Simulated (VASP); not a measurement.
# WS2 in VASP: a series of runs

The runs below take WS2 through single point, with PBEsol.

All numbers are computed with VASP 6.6.1; they aren't measurements. Logs are shortened: lines on timing, memory, paths and dates and some standing lists are left out, and cuts for length are marked.

**1. The cell of the first run**

The cell holds a slab with vacuum, 3 atoms: a = 3.184 Å, b = 3.184 Å, c = 15.934 Å, α = 90.00°, β = 90.00°, γ = 120.00°.

**2. Single point, PBEsol (strain -0.0600 x Voigt [0, 0, 1, 0, 0, 0])**

The input, INCAR:

```
PREC = Accurate
ENCUT = 500
EDIFF = 1E-6
ISMEAR = 0
SIGMA = 0.05
LREAL = False
LASPH = True
NELM = 120
ALGO = Normal
ISIF = 2
LWAVE = False
LCHARG = False
GGA = PS
NBANDS = 20
GGA_COMPAT = False
```

The input, KPOINTS:

```
Automatic mesh
0
Gamma
  6 6 1
```

The input, POSCAR:

```
WS2
1.0
    3.1835163552      0.0000000000      0.0000000000
   -1.5917581776      2.7570060369      0.0000000000
    0.0000000000      0.0000000000     15.9335432166
W S
1 2
Direct
    0.3333333333      0.6666666667      0.0000000000
    0.6666666667      0.3333333333      0.9079994900
    0.6666666667      0.3333333333      0.0920005100
```

Potentials or basis: VASP PAW PBE potentials, release 64 (W_sv, S).

Run with:

```sh
$ cat potpaw_PBE.64/W_sv/POTCAR potpaw_PBE.64/S/POTCAR > POTCAR
$ mpirun -np 1 vasp_std > vasp.out
```

OUTCAR:

```text
PREC = Accurate
   ENCUT = 500
   EDIFF = 1E-6
   ISMEAR = 0
   LREAL = False
   LASPH = True
   NELM = 120
   ISIF = 2
   GGA = PS

 ion  position               nearest neighbor table
   1  0.333  0.667  0.000-   2 2.35   3 2.35   2 2.35   3 2.35   2 2.35   3 2.35
   2  0.667  0.333  0.908-   1 2.35   1 2.35   1 2.35
   3  0.667  0.333  0.092-   1 2.35   1 2.35   1 2.35

  LATTYP: Found a hexagonal cell.
 ALAT       =     3.1835163552
 C/A-ratio  =     5.0050137768

  Lattice vectors:

 A1 = (   3.1835163552,   0.0000000000,   0.0000000000)
 A2 = (  -1.5917581776,   2.7570060369,   0.0000000000)
 A3 = (   0.0000000000,   0.0000000000,  15.9335432166)

Analysis of symmetry for initial positions (statically):
=====================================================================
 Subroutine PRICEL returns:
 Original cell was already a primitive cell.

 Routine SETGRP: Setting up the symmetry group for a
 hexagonal supercell.

 Subroutine GETGRP returns: Found 12 space group operations
 (whereof 12 operations were pure point group operations)
 out of a pool of 24 trial point group operations.

The static configuration has the point symmetry D_3h.

Analysis of symmetry for dynamics (positions and initial velocities):
=====================================================================
 Subroutine PRICEL returns:
 Original cell was already a primitive cell.

 Routine SETGRP: Setting up the symmetry group for a
 hexagonal supercell.

 Subroutine GETGRP returns: Found 12 space group operations
 (whereof 12 operations were pure point group operations)
 out of a pool of 24 trial point group operations.

The dynamic configuration has the point symmetry D_3h.

 Subroutine INISYM returns: Found 12 space group operations
 (whereof 12 operations are pure point group operations),
 and found     1 'primitive' translations

----------------------------------------------------------------------------------------

                                     Primitive cell

  volume of cell :     139.8483

  direct lattice vectors                    reciprocal lattice vectors
     3.183516355  0.000000000  0.000000000     0.314118066  0.181356150  0.000000000
    -1.591758178  2.757006037  0.000000000     0.000000000  0.362712300  0.000000000
     0.000000000  0.000000000 15.933543217     0.000000000  0.000000000  0.062760680

  length of vectors
     3.183516355  3.183516355 15.933543217     0.362712300  0.362712300  0.062760680

  position of ions in fractional coordinates (direct lattice)
     0.333333333  0.666666667  0.000000000
     0.666666667  0.333333333  0.907999490
     0.666666667  0.333333333  0.092000510

  ion indices of the primitive-cell ions
   primitive index   ion index
                 1           1
                 2           2
                 3           3

----------------------------------------------------------------------------------------

 KPOINTS: Automatic mesh

Automatic generation of k-mesh.
 Grid dimensions read from file:
 generate k-points for:    6    6    1

 Generating k-lattice:

  Cartesian coordinates                     Fractional coordinates (reciprocal lattice)
     0.052353011  0.030226025  0.000000000     0.166666667  0.000000000  0.000000000
     0.000000000  0.060452050  0.000000000     0.000000000  0.166666667  0.000000000
     0.000000000  0.000000000  0.062760680     0.000000000  0.000000000  1.000000000

  Length of vectors
     0.060452050  0.060452050  0.062760680

  Shift w.r.t. Gamma in fractional coordinates (k-lattice)
     0.000000000  0.000000000  0.000000000

 Subroutine IBZKPT returns following result:
 ===========================================

 Found      7 irreducible k-points:

 Following reciprocal coordinates:
            Coordinates               Weight
  0.000000  0.000000  0.000000      1.000000
  0.166667  0.000000  0.000000      6.000000
  0.333333 -0.000000  0.000000      6.000000
  0.500000  0.000000  0.000000      3.000000
  0.166667  0.166667  0.000000      6.000000
  0.333333  0.166667  0.000000     12.000000
  0.333333  0.333333  0.000000      2.000000
   k-points           NKPTS =      7   k-points in BZ     NKDIM =      7   number of bands    NBANDS=     20
   number of dos      NEDOS =    301   number of ions     NIONS =      3
   total plane-waves  NPLWV =  69120
   dimension x,y,z NGX =    24 NGY =   24 NGZ =  120
   dimension x,y,z NGXF=    48 NGYF=   48 NGZF=  240
   ions per type =               1   2
   NGX,Y,Z   is equivalent  to a cutoff of  12.53, 12.53, 12.52 a.u.
   NGXF,Y,Z  is equivalent  to a cutoff of  25.07, 25.07, 25.04 a.u.
 SYSTEM =  unknown system
   PREC   = accura    normal or accurate (medium, high low for compatibility)
   ISTART =      0    job   : 0-new  1-cont  2-samecut
   ICHARG =      2    charge: 1-file 2-atom 10-const
   ISPIN  =      1    spin polarized calculation?
   LNONCOLLINEAR =      F non collinear calculations
   LSORBIT =      F    spin-orbit coupling
   LASPH  =      T    aspherical Exc in radial PAW
   ENCUT  =  500.0 eV  36.75 Ry    6.06 a.u.   5.80  5.80 29.05*2*pi/ulx,y,z
   NELM   =    120;   NELMIN=  2; NELMDL= -5     # of ELM steps
   EDIFF  = 0.1E-05   stopping-criterion for ELM
   LREAL  =      F    real-space projection
   EDIFFG = 0.1E-04   stopping-criterion for IOM
   NSW    =      0    number of steps for IOM
   IBRION =     -1    ionic relax: 0-MD 1-quasi-New 2-CG
   NFREE  =      0    steps in history (QN), initial steepest desc. (CG)
   ISIF   =      2    stress and relaxation
   ISYM   =      2    0-nonsym 1-usesym 2-fastsym
   POTIM  = 0.5000    time-step for ionic-motion
   TEBEG  =    0.0;   TEEND  =   0.0 temperature during run
   PSTRESS=    0.0 pullay stress
   NELECT =      26.0000    total number of electrons
   NUPDOWN=      -1.0000    fix difference up-down
   EMIN   =  10.00;   EMAX   =-10.00  energy-range for DOS
   EFERMI =   0.00;   METHOD = LEGACY
   ISMEAR =     0;   SIGMA  =   0.05  broadening in eV -4-tet -1-fermi 0-gaus
   EFERMI_NEDOS =   21; number of points for ismear=-14 and -15
   IALGO  =     38    algorithm
   IMIX   =      4    mixing-type and parameters
     AMIX     =   0.40;   BMIX     =  1.00
     AMIX_MAG =   1.60;   BMIX_MAG =  1.00
  volume/ion in A,a.u.               =      46.62       314.58
  Fermi-wavevector in a.u.,A,eV,Ry     =   0.934359  1.765682 11.878238  0.873026
  Thomas-Fermi vector in A             =   2.061155
   LORBIT       =      0    0 simple, 1 ext, 2 COOP (PROOUT), +10 PAW based schemes
   GGA     = PS    functional components
   LHFCALC =     F    Hartree Fock is set to
   AEXX    =    0.0000 exact exchange contribution
   IVDW    =     0    specifies the selected vdW correction
   LEPSILON=     F    determine dielectric tensor
   LRPA    =     F    only Hartree local field effects (RPA)
 non-spin polarized calculation
 Gauss-broadening in eV      SIGMA  =   0.05
  energy-cutoff  :      500.00
  volume of cell :      139.85
 maximum number of plane-waves:      3572
 NGX is ok and might be reduce to    24
   NGX = 11   NGY = 11   NGZ = 59

 number of electron      26.0000001 magnetization

 Free energy of the ion-electron system (eV)
  ---------------------------------------------------
  ext. energy  EPLUGINS =         0.00000000
  ---------------------------------------------------
  free energy    TOTEN  =       -25.06111200 eV

  energy without entropy =      -25.06111200  energy(sigma->0) =      -25.06111200

 E-fermi :  -0.2664     XC(G=0):  -4.7557

 val. band max:       -0.6924041842   @ k =   0.0000   0.0000   0.0000
 cond. band min:       0.3435776967   @ k =   0.3333   0.3333   0.0000
 fundamental gap:      1.0359818809
 Fermi energy:        -0.2663951282

 k-point     1 :       0.0000    0.0000    0.0000
  band No.  band energies     occupation
      1     -74.9205      2.00000
      2     -39.2152      2.00000
      3     -39.0878      2.00000
      4     -39.0878      2.00000
      5     -16.2223      2.00000
      6     -14.0985      2.00000
[... 12 lines left out ...]
     19       4.4539      0.00000
     20       4.6944      0.00000

 k-point     2 :       0.1667    0.0000    0.0000
  band No.  band energies     occupation
      1     -74.9161      2.00000
      2     -39.1982      2.00000
      3     -39.1795      2.00000
      4     -39.1089      2.00000
      5     -15.7601      2.00000
      6     -13.9796      2.00000
[... 12 lines left out ...]
     19       5.2124      0.00000
     20       5.8737      0.00000

 k-point     3 :       0.3333   -0.0000    0.0000
  band No.  band energies     occupation
      1     -74.9073      2.00000
      2     -39.3586      2.00000
      3     -39.1641      2.00000
      4     -39.1507      2.00000
      5     -14.6970      2.00000
      6     -13.7144      2.00000
[... 12 lines left out ...]
     19       6.3677      0.00000
     20       6.4890      0.00000

 k-point     4 :       0.5000    0.0000    0.0000
  band No.  band energies     occupation
      1     -74.9029      2.00000
      2     -39.4460      2.00000
      3     -39.1715      2.00000
      4     -39.1470      2.00000
      5     -14.0484      2.00000
      6     -13.5638      2.00000
[... 12 lines left out ...]
     19       6.8167      0.00000
     20       7.3520      0.00000

 k-point     5 :       0.1667    0.1667    0.0000
  band No.  band energies     occupation
      1     -74.9095      2.00000
      2     -39.2976      2.00000
      3     -39.1727      2.00000
      4     -39.1575      2.00000
      5     -14.9866      2.00000
      6     -13.7791      2.00000
[... 12 lines left out ...]
     19       6.1608      0.00000
     20       7.2597      0.00000

 k-point     6 :       0.3333    0.1667    0.0000
  band No.  band energies     occupation
      1     -74.9029      2.00000
      2     -39.4018      2.00000
      3     -39.2176      2.00000
      4     -39.1470      2.00000
      5     -14.0628      2.00000
      6     -13.5358      2.00000
[... 12 lines left out ...]
     19       7.4510      0.00000
     20       7.5693      0.00000

 k-point     7 :       0.3333    0.3333    0.0000
  band No.  band energies     occupation
      1     -74.9007      2.00000
      2     -39.3608      2.00000
      3     -39.3144      2.00000
      4     -39.1385      2.00000
      5     -13.7203      2.00000
      6     -13.4131      2.00000
[... 12 lines left out ...]
     19       6.1595      0.00000
     20       8.3562      0.00000

------------------------ aborting loop because EDIFF is reached ----------------------------------------

  FORCE on cell =-STRESS in cart. coord.  units (eV):
  Direction    XX          YY          ZZ          XY          YZ          ZX
  --------------------------------------------------------------------------------------
  -------------------------------------------------------------------------------------
  Total        1.1727308      1.1727308      5.8722448      0.0000000      0.0000000     -0.0000000
  in kB       13.4354357     13.4354357     67.2755983      0.0000000      0.0000000     -0.0000000
  external PRESSURE =      31.3821566 kB  Pullay stress =       0.0000000 kB

 VOLUME and BASIS-vectors are now :
 -----------------------------------------------------------------------------
  energy-cutoff  :      500.00
  volume of cell :      139.85
      direct lattice vectors                 reciprocal lattice vectors
     3.183516355  0.000000000  0.000000000     0.314118066  0.181356150  0.000000000
    -1.591758178  2.757006037  0.000000000     0.000000000  0.362712300  0.000000000
     0.000000000  0.000000000 15.933543217     0.000000000  0.000000000  0.062760680

 POSITION                                       TOTAL-FORCE (eV/Angst)
 -----------------------------------------------------------------------------------
     -0.00000      1.83800      0.00000         0.000000     -0.000000     -0.000000
      1.59176      0.91900     14.46765        -0.000000      0.000000     -2.013544
      1.59176      0.91900      1.46589        -0.000000      0.000000      2.013544
 -----------------------------------------------------------------------------------
    total drift:                               -0.000000      0.000000      0.000000

  FREE ENERGIE OF THE ION-ELECTRON SYSTEM (eV)
  ---------------------------------------------------
  free  energy   TOTEN  =       -25.0611119963 eV

  energy  without entropy=      -25.0611119963  energy(sigma->0) =      -25.06111200
```

Wall time 14 s (1 thread of Intel Xeon 6975P-C (Granite Rapids), shared host); peak memory 0.23 GiB.

What came out:

```yaml
Free_energy: -25.0611 eV
Largest_force: 2.014 eV/Å
Band_gap_on_the_k_mesh: 1.04 eV (least direct gap 1.54 eV)
```

Forces in eV/Å, atoms in the order of the input:
```
W    0.000  0.000  0.000
S    0.000  0.000 -2.014
S    0.000  0.000  2.014
```

Caveat: the cell differs from its parent crystal (strain -0.0600 x Voigt [0, 0, 1, 0, 0, 0]); the PAW data sets were made with another functional, which shifts forces and pressure a little; spin-orbit coupling is left out, which moves the levels of the heavy elements.

**3. Single point, PBEsol (strain -0.0450 x Voigt [0, 0, 1, 0, 0, 0])**

The input, INCAR:

```
PREC = Accurate
ENCUT = 500
EDIFF = 1E-6
ISMEAR = 0
SIGMA = 0.05
LREAL = F
LASPH = T
NELM = 120
ALGO = Normal
ISIF = 2
LWAVE = F
LCHARG = F
GGA = PS
NBANDS = 20
GGA_COMPAT = F
```

The input, KPOINTS:

```
regular mesh
0
Gamma
  6 6 1
```

Edit POSCAR of step 2 so:

```diff
@@ -4,3 +4,3 @@
    -1.5917581776      2.7570060369      0.0000000000
-    0.0000000000      0.0000000000     15.9335432166
+    0.0000000000      0.0000000000     16.1878018850
 W S
```

Potentials or basis: VASP PAW PBE potentials, release 64 (W_sv, S).

Run with:

```sh
$ cat potpaw_PBE.64/W_sv/POTCAR potpaw_PBE.64/S/POTCAR > POTCAR
$ mpirun -np 1 vasp_std > vasp.out
```

OUTCAR:

```text
PREC = Accurate
   ENCUT = 500
   EDIFF = 1E-6
   ISMEAR = 0
   LREAL = F
   LASPH = T
   NELM = 120
   ISIF = 2
   GGA = PS

 ion  position               nearest neighbor table
   1  0.333  0.667  0.000-   2 2.37   3 2.37   2 2.37   3 2.37   2 2.37   3 2.37
   2  0.667  0.333  0.908-   1 2.37   1 2.37   1 2.37
   3  0.667  0.333  0.092-   1 2.37   1 2.37   1 2.37

  LATTYP: Found a hexagonal cell.
 ALAT       =     3.1835163552
 C/A-ratio  =     5.0848810180

  Lattice vectors:

 A1 = (   3.1835163552,   0.0000000000,   0.0000000000)
 A2 = (  -1.5917581776,   2.7570060369,   0.0000000000)
 A3 = (   0.0000000000,   0.0000000000,  16.1878018850)

Analysis of symmetry for initial positions (statically):
=====================================================================
 Subroutine PRICEL returns:
 Original cell was already a primitive cell.

 Routine SETGRP: Setting up the symmetry group for a
 hexagonal supercell.

 Subroutine GETGRP returns: Found 12 space group operations
[... 145 lines left out ...]
  ---------------------------------------------------
  free energy    TOTEN  =       -25.14170428 eV

  energy without entropy =      -25.14170428  energy(sigma->0) =      -25.14170428

 E-fermi :  -0.6028     XC(G=0):  -4.7025

 val. band max:       -0.8446311928   @ k =   0.0000   0.0000   0.0000
 cond. band min:       0.3925934760   @ k =   0.3333   0.3333   0.0000
 fundamental gap:      1.2372246687
 Fermi energy:        -0.6027956971

 k-point     1 :       0.0000    0.0000    0.0000
  band No.  band energies     occupation
      1     -74.9977      2.00000
      2     -39.2807      2.00000
      3     -39.1447      2.00000
      4     -39.1447      2.00000
      5     -16.1695      2.00000
      6     -14.1664      2.00000
[... 150 lines left out ...]
     19       5.9637      0.00000
     20       8.2879      0.00000

------------------------ aborting loop because EDIFF is reached ----------------------------------------

  FORCE on cell =-STRESS in cart. coord.  units (eV):
  Direction    XX          YY          ZZ          XY          YZ          ZX
  --------------------------------------------------------------------------------------
  -------------------------------------------------------------------------------------
  Total        0.4931151      0.4931151      4.2516444      0.0000000      0.0000000      0.0000000
  in kB        5.5606581      5.5606581     47.9440622      0.0000000      0.0000000      0.0000000
  external PRESSURE =      19.6884595 kB  Pullay stress =       0.0000000 kB

 VOLUME and BASIS-vectors are now :
 -----------------------------------------------------------------------------
  energy-cutoff  :      500.00
  volume of cell :      142.08
      direct lattice vectors                 reciprocal lattice vectors
     3.183516355  0.000000000  0.000000000     0.314118066  0.181356150  0.000000000
    -1.591758178  2.757006037  0.000000000     0.000000000  0.362712300  0.000000000
     0.000000000  0.000000000 16.187801885     0.000000000  0.000000000  0.061774910

 POSITION                                       TOTAL-FORCE (eV/Angst)
 -----------------------------------------------------------------------------------
     -0.00000      1.83800      0.00000        -0.000000      0.000000      0.000000
      1.59176      0.91900     14.69852         0.000000     -0.000000     -1.438073
      1.59176      0.91900      1.48929        -0.000000     -0.000000      1.438073
 -----------------------------------------------------------------------------------
    total drift:                               -0.000000      0.000000     -0.000000

  FREE ENERGIE OF THE ION-ELECTRON SYSTEM (eV)
  ---------------------------------------------------
  free  energy   TOTEN  =       -25.1417042849 eV

  energy  without entropy=      -25.1417042849  energy(sigma->0) =      -25.14170428
```

stdout:

```text
POSCAR found type information on POSCAR W S
 POSCAR found :  2 types and       3 ions
 scaLAPACK will be used
 -----------------------------------------------------------------------------
|                                                                             |
|                                                                             |
|     You enforced a specific xc type in the INCAR file but a different       |
|     I HOPE YOU KNOW WHAT YOU ARE DOING!                                     |
|                                                                             |
 -----------------------------------------------------------------------------

 LDA part: xc-table for (Slater+PW92), standard interpolation
 POSCAR, INCAR and KPOINTS ok, starting setup
 FFT: planning ... GRIDC
 FFT: planning ... GRID_SOFT
 FFT: planning ... GRID
 WAVECAR not read
 entering main loop
```

Run time: 14 s. Hardware: 1 thread of Intel Xeon 6975P-C (Granite Rapids), shared host; peak memory 0.24 GiB.

Results:

* Free energy: -25.1417 eV
* Largest force: 1.438 eV/Å
* Band gap on the k mesh: 1.24 eV (least direct gap 1.60 eV)

Forces in eV/Å, atoms in the order of the input:
```
W    0.000  0.000  0.000
S    0.000  0.000 -1.438
S    0.000  0.000  1.438
```

Caveat: the cell differs from its parent crystal (strain -0.0450 x Voigt [0, 0, 1, 0, 0, 0]); the PAW data sets were made with another functional, which shifts forces and pressure a little; spin-orbit coupling is left out, which moves the levels of the heavy elements.
